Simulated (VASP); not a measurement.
Set up this calculation in VASP 6.6.1, as the native input.

* Task: relaxation of cell and atoms
* Functional: r2SCAN
* Potentials or basis: VASP PAW PBE potentials, release 64 (Mg, F)
* Cutoff: 660 eV
* k mesh: 6 × 6 × 8
* Occupations: fermi-dirac, width 0.02 eV
* Spin: no spin polarisation
* Dipole correction: no
* Further INCAR settings: ALGO = Normal; EDIFF = 1e-07; IBRION = 2; EDIFFG = -0.005; NSW = 80; ISIF = 3

MgF2:

```
Mg F
1.0
     4.69760    0.00000    0.00000
     0.00000    4.69760    0.00000
     0.00000    0.00000    3.09307
Mg F
2 4
Cartesian
  0.0000 0.0000 0.0000
  2.3488 2.3488 1.5465
  1.4260 1.4260 0.0000
  0.9228 3.7748 1.5465
  3.2716 3.2716 0.0000
  3.7748 0.9228 1.5465
```

These files were run (other wordings do the same):

POSCAR

```
MgF2
1.0
    4.6975999621      0.0000000000      0.0000000000
    0.0000000000      4.6975999621      0.0000000000
    0.0000000000      0.0000000000      3.0930660725
Mg F
2 4
Direct
    0.0000000000      0.0000000000      0.0000000000
    0.5000000000      0.5000000000      0.5000000000
    0.3035644555      0.3035644555      0.0000000000
    0.1964355445      0.8035644555      0.5000000000
    0.6964355445      0.6964355445      0.0000000000
    0.8035644555      0.1964355445      0.5000000000
```

INCAR.step1

```
ALGO = Normal
EDIFF = 1E-5
EDIFFG = -0.005
ENCUT = 660
GGA = PE
GGA_COMPAT = False
IBRION = 2
ISIF = 3
ISMEAR = -1
LASPH = True
LCHARG = False
LREAL = False
LWAVE = True
NELM = 120
NELMIN = 4
NSW = 100
PREC = Accurate
SIGMA = 0.02
```

INCAR.step2

```
ALGO = Normal
EDIFF = 1E-7
EDIFFG = -0.005
ENCUT = 660
GGA_COMPAT = False
IBRION = 2
ISIF = 3
ISMEAR = -1
ISTART = 1
LASPH = True
LCHARG = False
LMIXTAU = True
LREAL = False
LWAVE = False
METAGGA = R2SCAN
NELM = 120
NELMIN = 4
NSW = 80
PREC = Accurate
SIGMA = 0.02
```

KPOINTS

```
k-points
0
Gamma
  6 6 8
```

Potentials or basis: VASP PAW PBE potentials, release 64 (Mg, F).

The run is started by

```sh
$ cat potpaw_PBE.64/Mg/POTCAR potpaw_PBE.64/F/POTCAR > POTCAR
$ cp INCAR.step1 INCAR
$ mpirun -np 1 vasp_std > vasp.out
$ cp INCAR.step2 INCAR
$ mpirun -np 1 vasp_std > vasp.out
```

It gave:

```
Relaxed volume                        : 10.70 Å³/atom
Relaxed cell                          : a = 4.601 Å, b = 4.601 Å, c = 3.033 Å, α = 90.00°, β = 90.00°, γ = 90.00°
Space group after relaxing (to 0.1 Å) : P4_2/mnm (No. 136)
Energy gained by relaxing             : 13.2 meV/atom
Ionic steps                           : 5
Pressure after relaxing               : 0.0 GPa
Band gap on the k mesh                : 8.13 eV
```

Caveat: the PAW data sets were made with another functional, which shifts forces and pressure a little.

Run time: 11 min on 1 thread of AMD EPYC 9R45 96-Core Processor (Zen 5) (shared host), peak memory 0.25 GiB.
